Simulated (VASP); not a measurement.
Runs of VASP 6.6.1 on Te2Mo. The structure is that of space group P-6m2 (No. 187), or close to it. The cells are those of the table. 

```tsv
cell	gap on the mesh (eV)	largest force (eV/Å)
a = 3.504, b = 3.504, c = 19.478 Å, angles 90.0, 90.0, 120.0°, 3 atoms	(a)	1.88
a = 3.797, b = 3.797, c = 16.585 Å, angles 90.0, 90.0, 120.0°, 3 atoms	0.38	0.23
a = 3.701, b = 3.701, c = 16.165 Å, angles 90.0, 90.0, 120.0°, 3 atoms	0.42	(c)
a = 3.484, b = 3.484, c = 18.237 Å, angles 90.0, 90.0, 120.0°, 3 atoms	1.09	0.58
a = 3.661, b = 3.661, c = 19.162 Å, angles 90.0, 90.0, 120.0°, 3 atoms	0.90	(b)
```

Alike in all rows: task single point; level PBE; potentials or basis VASP PAW PBE potentials, release 64 (Te, Mo_sv); no spin polarisation; k mesh 12 × 12 × 2; cutoff (eV) 520; smearing gaussian 0.05 eV.

Question: Fill in the values left out.

Answer: (a) 0.76; (b) 2.05; (c) 1.35.

Caveats: spin-orbit coupling is left out, which moves the levels of the heavy elements.

A k mesh can miss the band edges, and the runs leave out spin-orbit coupling on Mo, Te.
